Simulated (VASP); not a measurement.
# Hf2ZrC3 (P-3m1) in VASP: a series of runs

Hf2ZrC3 is run at these levels: PBE; tasks: relaxation of shape and atoms at fixed volume.

Program: VASP 6.6.1. These are calculated values, not measurements. Logs are shortened: lines on timing, memory, paths and dates and some standing lists are left out, and cuts for length are marked.

**1. The cell of the first run**

It takes space group P-3m1 (No. 164, trigonal). Conventional cell: a = 3.367 Å, b = 3.367 Å, c = 8.251 Å, α = 90.00°, β = 90.00°, γ = 120.00°. Within 3.2 Å of Zr (site symmetry -3m) lie 6 C at 2.39 Å. Within 3.1 Å of Hf (site symmetry 3m) lie 6 C at 2.37 to 2.38 Å. Within 3.1 Å of C (site symmetry 3m) lie 3 Hf at 2.37 Å and 3 Zr at 2.39 Å. C (site symmetry -3m) has 6 Hf at 2.38 Å within 3.1 Å.

**2. Relaxation of shape and atoms at fixed volume, PBE (volume scaled by 1.06)**

INCAR

```
SYSTEM = Hf2ZrC3
PREC     = Accurate       ! precision mode
ENCUT    = 600            ! plane-wave cutoff, eV
EDIFF    = 1E-7           ! SCF threshold, eV
ISMEAR   = 0              ! smearing method
SIGMA    = 0.1            ! smearing width, eV
LREAL    = .False.        ! projectors in reciprocal space
LASPH    = .True.         ! aspherical terms in the spheres
NELM     = 60             ! most SCF steps
ALGO     = Normal         ! electronic algorithm
ISIF     = 4              ! what is computed and relaxed
LWAVE    = .False.        ! write WAVECAR
LCHARG   = .False.        ! write CHGCAR
GGA      = PE             ! functional
IBRION   = 2              ! ionic algorithm
NSW      = 50             ! ionic steps
EDIFFG   = -0.01          ! ionic threshold
```

KPOINTS

```
regular mesh
0
Gamma
  12 12 4
  0 0 0
```

POSCAR

```
Hf2ZrC3
1.0
    3.3669412201      0.0000000000      0.0000000000
   -1.6834706101      2.9158566297      0.0000000000
    0.0000000000      0.0000000000      8.2505689479
Zr Hf C
1 2 3
Direct
    0.0000000000      0.0000000000      0.0000000000
    0.6666666667      0.3333333333      0.6656596929
    0.3333333333      0.6666666667      0.3343403071
    0.3333333333      0.6666666667      0.8305862268
    0.6666666667      0.3333333333      0.1694137732
    0.0000000000      0.0000000000      0.5000000000
```

Potentials or basis: VASP PAW PBE potentials, release 64 (Zr_sv, Hf_pv, C).

The run is started by

```sh
$ cat potpaw_PBE.64/Zr_sv/POTCAR potpaw_PBE.64/Hf_pv/POTCAR potpaw_PBE.64/C/POTCAR > POTCAR
$ mpirun -np 1 vasp_std > vasp.out
```

OUTCAR:

```text
SYSTEM = Hf2ZrC3
   PREC = Accurate
   ENCUT = 600
   EDIFF = 1E-7
   ISMEAR = 0
   LREAL = .False.
   LASPH = .True.
   NELM = 60
   ISIF = 4
   GGA = PE
   IBRION = 2
   NSW = 50
   EDIFFG = -0.01

 ion  position               nearest neighbor table
   1  0.000  0.000  0.000-   4 2.39   5 2.39   5 2.39   4 2.39   5 2.39   4 2.39   2 3.37   3 3.37
                             3 3.37   2 3.37   2 3.37   3 3.37
   2  0.667  0.333  0.666-   4 2.37   4 2.37   4 2.37   6 2.38   6 2.38   6 2.38   3 3.35   3 3.35
                             3 3.35   1 3.37   1 3.37   1 3.37
   3  0.333  0.667  0.334-   5 2.37   5 2.37   5 2.37   6 2.38   6 2.38   6 2.38   2 3.35   2 3.35
                             2 3.35   1 3.37   1 3.37   1 3.37
   4  0.333  0.667  0.831-   2 2.37   2 2.37   2 2.37   1 2.39   1 2.39   1 2.39
   5  0.667  0.333  0.169-   3 2.37   3 2.37   3 2.37   1 2.39   1 2.39   1 2.39
   6  0.000  0.000  0.500-   2 2.38   3 2.38   2 2.38   3 2.38   2 2.38   3 2.38

  LATTYP: Found a hexagonal cell.
 ALAT       =     3.3669412201
 C/A-ratio  =     2.4504642073

  Lattice vectors:

 A1 = (   3.3669412201,   0.0000000000,   0.0000000000)
 A2 = (  -1.6834706101,   2.9158566297,   0.0000000000)
 A3 = (   0.0000000000,   0.0000000000,   8.2505689479)

Analysis of symmetry for initial positions (statically):
=====================================================================
 Subroutine PRICEL returns:
 Original cell was already a primitive cell.

 Routine SETGRP: Setting up the symmetry group for a
 hexagonal supercell.

 Subroutine GETGRP returns: Found 12 space group operations
 (whereof 12 operations were pure point group operations)
 out of a pool of 24 trial point group operations.

The static configuration has the point symmetry D_3d.

Analysis of symmetry for dynamics (positions and initial velocities):
=====================================================================
 Subroutine PRICEL returns:
 Original cell was already a primitive cell.

 Routine SETGRP: Setting up the symmetry group for a
 hexagonal supercell.

 Subroutine GETGRP returns: Found 12 space group operations
 (whereof 12 operations were pure point group operations)
 out of a pool of 24 trial point group operations.

The dynamic configuration has the point symmetry D_3d.

 Subroutine INISYM returns: Found 12 space group operations
 (whereof 12 operations are pure point group operations),
 and found     1 'primitive' translations

----------------------------------------------------------------------------------------

                                     Primitive cell

  volume of cell :      81.0001

  direct lattice vectors                    reciprocal lattice vectors
     3.366941220  0.000000000  0.000000000     0.297005482  0.171476195  0.000000000
    -1.683470610  2.915856630  0.000000000     0.000000000  0.342952390  0.000000000
     0.000000000  0.000000000  8.250568948     0.000000000  0.000000000  0.121203763

  length of vectors
     3.366941220  3.366941220  8.250568948     0.342952390  0.342952390  0.121203763

  position of ions in fractional coordinates (direct lattice)
     0.000000000  0.000000000  0.000000000
     0.666666667  0.333333333  0.665659693
     0.333333333  0.666666667  0.334340307
     0.333333333  0.666666667  0.830586227
     0.666666667  0.333333333  0.169413773
     0.000000000  0.000000000  0.500000000

  ion indices of the primitive-cell ions
   primitive index   ion index
                 1           1
                 2           2
                 3           3
                 4           4
                 5           5
                 6           6

----------------------------------------------------------------------------------------

 KPOINTS: regular mesh

Automatic generation of k-mesh.
 Grid dimensions read from file:
 generate k-points for:   12   12    4

 Generating k-lattice:

  Cartesian coordinates                     Fractional coordinates (reciprocal lattice)
     0.024750457  0.014289683  0.000000000     0.083333333  0.000000000  0.000000000
     0.000000000  0.028579366  0.000000000     0.000000000  0.083333333  0.000000000
     0.000000000  0.000000000  0.030300941     0.000000000  0.000000000  0.250000000

  Length of vectors
     0.028579366  0.028579366  0.030300941

  Shift w.r.t. Gamma in fractional coordinates (k-lattice)
     0.000000000  0.000000000  0.000000000

 Subroutine IBZKPT returns following result:
 ===========================================

 Found     69 irreducible k-points:

 Following reciprocal coordinates:
            Coordinates               Weight
  0.000000  0.000000  0.000000      1.000000
  0.083333 -0.000000  0.000000      6.000000
  0.166667  0.000000  0.000000      6.000000
  0.250000  0.000000  0.000000      6.000000
  0.333333  0.000000  0.000000      6.000000
  0.416667 -0.000000  0.000000      6.000000
[... 16 lines left out ...]
  0.166667  0.000000  0.250000      6.000000
  0.000000  0.166667  0.250000      6.000000
 [... further k-points ...]
   k-points           NKPTS =     69   k-points in BZ     NKDIM =     69   number of bands    NBANDS=     26
   number of dos      NEDOS =    301   number of ions     NIONS =      6
   total plane-waves  NPLWV =  54880
   dimension x,y,z NGX =    28 NGY =   28 NGZ =   70
   dimension x,y,z NGXF=    56 NGYF=   56 NGZF=  140
   ions per type =               1   2   3
   NGX,Y,Z   is equivalent  to a cutoff of  13.83, 13.83, 14.10 a.u.
   NGXF,Y,Z  is equivalent  to a cutoff of  27.65, 27.65, 28.21 a.u.
 SYSTEM =  Hf2ZrC3
   PREC   = accura    normal or accurate (medium, high low for compatibility)
   ISTART =      0    job   : 0-new  1-cont  2-samecut
   ICHARG =      2    charge: 1-file 2-atom 10-const
   ISPIN  =      1    spin polarized calculation?
   LNONCOLLINEAR =      F non collinear calculations
   LSORBIT =      F    spin-orbit coupling
   LASPH  =      T    aspherical Exc in radial PAW
   ENCUT  =  600.0 eV  44.10 Ry    6.64 a.u.   6.72  6.72 16.48*2*pi/ulx,y,z
   NELM   =     60;   NELMIN=  2; NELMDL= -5     # of ELM steps
   EDIFF  = 0.1E-06   stopping-criterion for ELM
   LREAL  =      F    real-space projection
   EDIFFG = -.1E-01   stopping-criterion for IOM
   NSW    =     50    number of steps for IOM
   IBRION =      2    ionic relax: 0-MD 1-quasi-New 2-CG
   NFREE  =      1    steps in history (QN), initial steepest desc. (CG)
   ISIF   =      4    stress and relaxation
   ISYM   =      2    0-nonsym 1-usesym 2-fastsym
   POTIM  = 0.5000    time-step for ionic-motion
   TEBEG  =    0.0;   TEEND  =   0.0 temperature during run
   PSTRESS=    0.0 pullay stress
   NELECT =      44.0000    total number of electrons
   NUPDOWN=      -1.0000    fix difference up-down
   EMIN   =  10.00;   EMAX   =-10.00  energy-range for DOS
   EFERMI =   0.00;   METHOD = LEGACY
   ISMEAR =     0;   SIGMA  =   0.10  broadening in eV -4-tet -1-fermi 0-gaus
   EFERMI_NEDOS =   21; number of points for ismear=-14 and -15
   IALGO  =     38    algorithm
   IMIX   =      4    mixing-type and parameters
     AMIX     =   0.40;   BMIX     =  1.00
     AMIX_MAG =   1.60;   BMIX_MAG =  1.00
  volume/ion in A,a.u.               =      13.50        91.10
  Fermi-wavevector in a.u.,A,eV,Ry     =   1.335766  2.524233 24.276494  1.784272
  Thomas-Fermi vector in A             =   2.464445
   LORBIT       =      0    0 simple, 1 ext, 2 COOP (PROOUT), +10 PAW based schemes
   GGA     = PE    functional components
   LHFCALC =     F    Hartree Fock is set to
   AEXX    =    0.0000 exact exchange contribution
   IVDW    =     0    specifies the selected vdW correction
   LEPSILON=     F    determine dielectric tensor
   LRPA    =     F    only Hartree local field effects (RPA)
 conjugate gradient relaxation of ions
 non-spin polarized calculation
 Gauss-broadening in eV      SIGMA  =   0.10
  energy-cutoff  :      600.00
  volume of cell :       81.00
 maximum number of plane-waves:      2742
 NGX is ok and might be reduce to    28
   NGX = 13   NGY = 13   NGZ = 33

--------------------------------------- Ionic step        1  -------------------------------------------

 number of electron      44.0000000 magnetization

 Free energy of the ion-electron system (eV)
  ---------------------------------------------------
  ext. energy  EPLUGINS =         0.00000000
  ---------------------------------------------------
  free energy    TOTEN  =       -61.35771146 eV

  energy without entropy =      -61.35424030  energy(sigma->0) =      -61.35597588

------------------------ aborting loop because EDIFF is reached ----------------------------------------

  FORCE on cell =-STRESS in cart. coord.  units (eV):
  Direction    XX          YY          ZZ          XY          YZ          ZX
  --------------------------------------------------------------------------------------
  -------------------------------------------------------------------------------------
  Total       -6.3078308     -6.3078308     -6.3005856      0.0000000      0.0000000      0.0000000
  in kB     -124.7685189   -124.7685189   -124.6252097      0.0000000      0.0000000      0.0000000
  external PRESSURE =    -124.7207492 kB  Pullay stress =       0.0000000 kB
[... 145 lines left out ...]
  energy  without entropy=      -61.3544110041  energy(sigma->0) =      -61.35614841

--------------------------------------- Ionic step        5  -------------------------------------------

 number of electron      44.0000000 magnetization

 Free energy of the ion-electron system (eV)
  ---------------------------------------------------
  ext. energy  EPLUGINS =         0.00000000
  ---------------------------------------------------
  free energy    TOTEN  =       -61.35788950 eV

  energy without entropy =      -61.35441405  energy(sigma->0) =      -61.35615177

 E-fermi :   6.6679     XC(G=0): -11.9374

 val. band max:        6.6370028955   @ k =   0.0833  -0.0000   0.0000
 cond. band min:       6.7359232304   @ k =  -0.0833   0.4167   0.2500
 fundamental gap:      0.0989203349
 Fermi energy:         6.6678552740

 k-point     1 :       0.0000    0.0000    0.0000
  band No.  band energies     occupation
      1     -41.6784      2.00000
      2     -23.5877      2.00000
      3     -23.3310      2.00000
      4     -23.2344      2.00000
      5     -23.2344      2.00000
      6     -23.2056      2.00000
[... 685 lines left out ...]
     25       8.8437      0.00000
     26       9.1371      0.00000

 [... further k-points ...]
[... 5 lines left out ...]
  --------------------------------------------------------------------------------------
  -------------------------------------------------------------------------------------
  Total       -6.3041538     -6.3041538     -6.3024709      0.0000000      0.0000000     -0.0000000
  in kB     -124.6957887   -124.6957887   -124.6624992      0.0000000      0.0000000     -0.0000000
  external PRESSURE =    -124.6846922 kB  Pullay stress =       0.0000000 kB
[... 21 lines left out ...]
  FREE ENERGIE OF THE ION-ELECTRON SYSTEM (eV)
  ---------------------------------------------------
  free  energy   TOTEN  =       -61.3578894962 eV

  energy  without entropy=      -61.3544140512  energy(sigma->0) =      -61.35615177

 reached required accuracy - stopping structural energy minimisation
```

Wall time 6.7 min (1 thread of Intel Xeon Platinum 8259CL at 2.50GHz (Skylake/Cascade Lake), shared host); peak memory 0.35 GiB.

Results:

- Free energy: -61.3579 eV
- Energy gained by relaxing: 0.0 meV/atom
- Ionic steps: 5
- Pressure after relaxing: -12.5 GPa
- Largest force after relaxing: 0.004 eV/Å
- Band gap on the k mesh: zero (band 22 reaches 7.62 eV, above the bottom of band 23 at 6.27 eV)

Forces on the atoms (eV/Å):
```
Zr   0.000  0.000  0.000
Hf   0.000  0.000  0.004
Hf   0.000  0.000 -0.004
C    0.000  0.000 -0.001
C    0.000  0.000  0.001
C    0.000  0.000  0.000
```

The path:
| step | energy change (eV) | largest force (eV/Å) | pressure (GPa) | volume (Å³) |
| --- | --- | --- | --- | --- |
| 1 | 0.0000 | 0.0481 | -12.47 | 81.00 |
| 2 | -0.0002 | 0.0145 | -12.47 | 81.00 |
| 3 | -0.0002 | 0.0101 | -12.47 | 81.00 |
| 4 | -0.0002 | 0.0102 | -12.47 | 81.00 |
| 5 | -0.0002 | 0.0038 | -12.47 | 81.00 |

Final structure:
```yaml
crystal:
  lattice:
    - [3.36689, 0.00000, 0.00000]
    - [-1.68344, 2.91581, 0.00000]
    - [0.00000, 0.00000, 8.25084]
  atoms:
    - { symbol: Zr, position: [0.00000, 0.00000, 0.00000] }
    - { symbol: Hf, position: [0.66667, 0.33333, 0.66551] }
    - { symbol: Hf, position: [0.33333, 0.66667, 0.33449] }
    - { symbol: C, position: [0.33333, 0.66667, 0.83016] }
    - { symbol: C, position: [0.66667, 0.33333, 0.16984] }
    - { symbol: C, position: [0.00000, 0.00000, 0.50000] }
```

Levels at points of the mesh, in eV from the Fermi level:
```tsv
k point	band 18	band 19	band 20	band 21	band 22	band 23	band 24	band 25	band 26
(0.00, 0.00, 0.00)	-2.23	-2.23	0.95	0.95	0.95	1.24	1.25	1.25	2.98
(0.50, 0.00, 0.00)	-2.40	-2.28	-2.26	-1.58	-0.10	-0.10	2.65	2.95	4.54
(0.00, 0.00, 0.50)	-1.42	-0.78	-0.78	-0.77	-0.77	1.89	1.89	2.15	2.21
(0.50, 0.00, 0.50)	-2.77	-2.27	-2.16	-1.07	-0.97	0.64	0.73	4.51	4.65
```

Caveat: the cell differs from its parent crystal (volume scaled by 1.06); spin-orbit coupling is left out, which moves the levels of the heavy elements.

**3. Relaxation of shape and atoms at fixed volume, PBE (volume scaled by 1.10)**

INCAR

```
SYSTEM = Hf2ZrC3
PREC = Accurate ; ENCUT = 600
EDIFF = 1E-6 ; ISMEAR = 0
SIGMA = 0.1 ; LREAL = .FALSE.
LASPH = .TRUE. ; NELM = 100
ALGO = Normal ; ISIF = 4
LWAVE = .FALSE. ; LCHARG = .FALSE.
GGA = PE ; IBRION = 2
NSW = 50 ; EDIFFG = -0.01
```

KPOINTS

```
regular mesh
0
G
  12 12 4
  0 0 0
```

POSCAR: that of step 2 with these lines changed.

```diff
@@ -2,5 +2,5 @@
 1.0
-    3.3669412201      0.0000000000      0.0000000000
-   -1.6834706101      2.9158566297      0.0000000000
-    0.0000000000      0.0000000000      8.2505689479
+    3.4087708540      0.0000000000      0.0000000000
+   -1.7043854270      2.9520821553      0.0000000000
+    0.0000000000      0.0000000000      8.3530709686
 Zr Hf C
```

Potentials or basis: VASP PAW PBE potentials, release 64 (Zr_sv, Hf_pv, C).

The run is started by

```sh
$ cat potpaw_PBE.64/Zr_sv/POTCAR potpaw_PBE.64/Hf_pv/POTCAR potpaw_PBE.64/C/POTCAR > POTCAR
$ mpirun -np 1 vasp_std > vasp.out
```

Wall time 6.9 min (1 thread of Intel Xeon Platinum 8259CL at 2.50GHz (Skylake/Cascade Lake), shared host); peak memory 0.35 GiB.

Results (log left out):

| Item | Value |
| --- | --- |
| Free energy | -61.0609 eV |
| Energy gained by relaxing | 0.0 meV/atom |
| Ionic steps | 4 |
| Pressure after relaxing | -18.7 GPa |
| Band gap on the k mesh | zero (band 22 reaches 7.29 eV, above the bottom of band 23 at 5.98 eV) |

Forces in eV/Å, atoms in the order of the input:
```
Zr   0.000  0.000  0.000
Hf   0.000  0.000  0.003
Hf   0.000  0.000 -0.003
C    0.000  0.000 -0.001
C    0.000  0.000  0.001
C    0.000  0.000  0.000
```

Step by step:
```csv
step,energy change (eV),largest force (eV/Å),pressure (GPa),volume (Å³)
1,0.0000,0.0565,-18.67,84.06
2,-0.0002,0.0190,-18.68,84.06
3,-0.0002,0.0159,-18.68,84.06
4,-0.0003,0.0026,-18.68,84.06
```

Final structure:
```xyz
6
Lattice="3.4087 0.0000 0.0000 -1.7044 2.9520 0.0000 0.0000 0.0000 8.3533" Properties=species:S:1:pos:R:3 pbc="T T T"
Zr    0.0000    0.0000    0.0000
Hf    1.7044    0.9840    5.5593
Hf    0.0000    1.9680    2.7940
C     0.0000    1.9680    6.9338
C     1.7044    0.9840    1.4195
C     0.0000    0.0000    4.1766
```

Levels at points of the mesh, in eV from the Fermi level:
```csv
k point,band 19,band 20,band 21,band 22,band 23,band 24,band 25,band 26
"(0.00, 0.00, 0.00)",-2.13,0.93,0.93,0.93,1.21,1.22,1.22,2.86
"(0.50, 0.00, 0.00)",-2.19,-2.18,-1.48,-0.13,-0.13,2.56,2.86,4.34
"(0.00, 0.00, 0.50)",-0.74,-0.74,-0.73,-0.73,1.83,1.83,2.10,2.14
"(0.50, 0.00, 0.50)",-2.20,-2.11,-1.04,-0.95,0.62,0.73,4.31,4.45
```

Caveat: the cell differs from its parent crystal (volume scaled by 1.10); spin-orbit coupling is left out, which moves the levels of the heavy elements.
